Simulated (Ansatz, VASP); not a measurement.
# SiC in VASP and in Ansatz

```
CELL_PARAMETERS angstrom
0.00000 2.17839 2.17839
2.17839 0.00000 2.17839
2.17839 2.17839 0.00000
ATOMIC_POSITIONS crystal
Si 0.99529 0.00707 0.00471
C 0.76102 0.73347 0.73898
```

Change from the starting cell: mode 4 frozen in at -0.060 Å and mode 5 at -0.012 Å (largest displacements).

Alike in both runs: task single point; functional PBEsol; k mesh 10 × 10 × 10; occupations gaussian, width 0.05 eV; no spin polarisation.

|  | VASP | Ansatz |
| --- | --- | --- |
| version | VASP 6.6.1 | Ansatz 0.2.0 |
| potentials or method | VASP PAW PBE potentials, release 64 (Si, C), cutoff 520 eV | scalar-relativistic, plane waves, PAW |
| valence electrons in the cell | 8 | 8 |

VASP gave:

| Item | Value |
| --- | --- |
| gap on the k mesh at the Fermi level (eV) | 0.83 |
| least direct gap on the mesh (eV) | 4.24 |
| pressure (GPa) | 1.3 |
| traceless stress, the component that is largest in VASP (GPa) | -5.76 |
| rms of the force components (eV/Å) | 0.963 |

Problem. Estimate Ansatz's values.

Solution. gap on the k mesh at the Fermi level (eV): 0.83; least direct gap on the mesh (eV): 4.24; pressure (GPa): 0.9; traceless stress, the component that is largest in VASP (GPa): -5.69; rms of the force components (eV/Å): 0.960.

VASP's potentials were made for PBE, not for PBEsol. Atom by atom the forces differ by 0.003 eV/Å (rms over components).
